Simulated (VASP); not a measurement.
Input of a VASP 6.6.1 run:

The input INCAR:

```
PREC = Accurate
ENCUT = 600
EDIFF = 1E-6
ISMEAR = -1
SIGMA = 0.1
LREAL = False
LASPH = True
NELM = 60
ALGO = Normal
ISIF = 3
LWAVE = False
LCHARG = False
IBRION = 2
NSW = 80
EDIFFG = -0.01
```

KPOINTS

```
Automatic mesh
0
Gamma
  13 13 4
```

Contents of POSCAR:

```
Pd
1.0
    2.7505001182      0.0000000000      0.0000000000
   -1.3752500591      2.3820029755      0.0000000000
    0.0000000000      0.0000000000      8.9831333861
Pd
4
Direct
    0.0000000000      0.0000000000      0.0000000000
    0.0000000000      0.0000000000      0.5000000000
    0.3333333333      0.6666666667      0.2500000000
    0.6666666667      0.3333333333      0.7500000000
```

Potentials or basis: VASP PAW LDA potentials, release 64 (Pd).

Run with:

```sh
$ cat potpaw_LDA.64/Pd/POTCAR > POTCAR
$ mpirun -np 1 vasp_std > vasp.out
```

Q: Estimate the space group after relaxing (to 0.05 Å).

A: P6_3/mmc (No. 194).

Q: Estimate the relaxed cell.

A: a = 2.711 Å, b = 2.711 Å, c = 8.935 Å, α = 90.00°, β = 90.00°, γ = 120.00°.

Q: Predict the relaxed volume.

A: 14.22 Å³/atom.

Final structure:
```cif
data_structure
_symmetry_space_group_name_H-M 'P 1'
_symmetry_Int_Tables_number 1
_cell_length_a 2.7109
_cell_length_b 2.7109
_cell_length_c 8.9353
_cell_angle_alpha 90.000
_cell_angle_beta 90.000
_cell_angle_gamma 120.000
_cell_volume 56.87
loop_
_atom_site_label
_atom_site_type_symbol
_atom_site_fract_x
_atom_site_fract_y
_atom_site_fract_z
_atom_site_occupancy
Pd1 Pd 0.00000 0.00000 0.00000 1
Pd2 Pd 0.00000 0.00000 0.50000 1
Pd3 Pd 0.33333 0.66667 0.25000 1
Pd4 Pd 0.66667 0.33333 0.75000 1
```
